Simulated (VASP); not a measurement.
Set up this calculation in VASP 6.6.1, as the native input.

* Task: single point
* Functional: PBE
* Potentials or basis: VASP PAW PBE potentials, release 64 (Be)
* Cutoff: 520 eV
* k mesh: 12 × 12 × 1
* Occupations: gaussian, width 0.1 eV
* Spin: no spin polarisation
* Dipole correction: yes
* Further INCAR settings: ALGO = Normal; EDIFF = 1e-06; NBANDS = 9

The structure of Be lies in POSCAR:

```
Be
1.0
    2.1332527355      0.0000000000      0.0000000000
   -1.0666263677      1.8474510616      0.0000000000
    0.0000000000      0.0000000000     28.4876927209
Be
2
Direct
    0.0000000000      0.0000000000      0.3229872974
    0.0000000000      0.0000000000      0.2386587494
```

These files were run (other wordings do the same):

INCAR

```
SYSTEM = Be
  PREC = Accurate
  ENCUT = 520
  EDIFF = 1E-6
  ISMEAR = 0
  SIGMA = 0.1
  LREAL = .False.
  LASPH = .True.
  NELM = 80
  ALGO = Normal
  ISIF = 2
  LWAVE = .False.
  LCHARG = .False.
  LDIPOL = .True.
  IDIPOL = 3
  DIPOL = 0.5 0.5 0.281
  GGA = PE
  NBANDS = 9
```

KPOINTS

```
regular mesh
0
Gamma
  12 12 1
  0 0 0
```

Potentials or basis: VASP PAW PBE potentials, release 64 (Be).

The run is started by

```console
$ cat potpaw_PBE.64/Be/POTCAR > POTCAR
$ mpirun -np 1 vasp_std > vasp.out
```

It gave:

- Largest force: 0.008 eV/Å
- Band gap on the k mesh: zero (band 2 reaches -1.75 eV, above the bottom of band 3 at -5.79 eV)

It took 18 s on 1 thread of Intel(R) Xeon(R) Platinum 8488C (Sapphire Rapids), on a shared host, peak memory 0.21 GiB.
